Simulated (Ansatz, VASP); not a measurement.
One calculation of Li16H, two programs

```
Li H
1.0
     6.98000    0.00000    0.00000
     0.00000    6.98000    0.00000
     0.00000    0.00000    6.98000
Li H
16 1
Direct
  0.99147 0.99136 0.99998
  0.49711 0.00263 0.99988
  0.99070 0.51110 0.99997
  0.00379 0.00567 0.49969
  0.24796 0.25031 0.24745
  0.49463 0.49660 0.99989
  0.50201 0.99850 0.49991
  0.74568 0.25128 0.25521
  0.00465 0.49519 0.49969
  0.25453 0.75047 0.25307
  0.24802 0.25032 0.75208
  0.50226 0.50345 0.49993
  0.75907 0.75014 0.23962
  0.74589 0.25127 0.74458
  0.25392 0.75049 0.74712
  0.75888 0.75013 0.75977
  0.87448 0.75246 0.99943
```

Alike in both runs: functional PBEsol; k mesh 3 × 3 × 3; occupations fermi-dirac, width 0.1 eV; no spin polarisation.

Ansatz relaxed the structure, and its values are those at the end. VASP's run is a single point on that final structure, the one shown.

|  | VASP | Ansatz |
| --- | --- | --- |
| version | VASP 6.6.1 | Ansatz 0.2.0 |
| potentials or method | VASP PAW PBE potentials, release 64 (Li_sv, H), cutoff 520 eV | scalar-relativistic, plane waves, PAW |
| valence electrons in the cell | 49 | 49 |

```tsv
	VASP	Ansatz	Ansatz less VASP
rms of the force components (eV/Å)	0.006	0.006	0.0000
```

VASP's potentials were made for PBE, not for PBEsol.

Noted on VASP's run: the cutoff is under 1.25 times that of the potentials, so the pressure is a little rough.
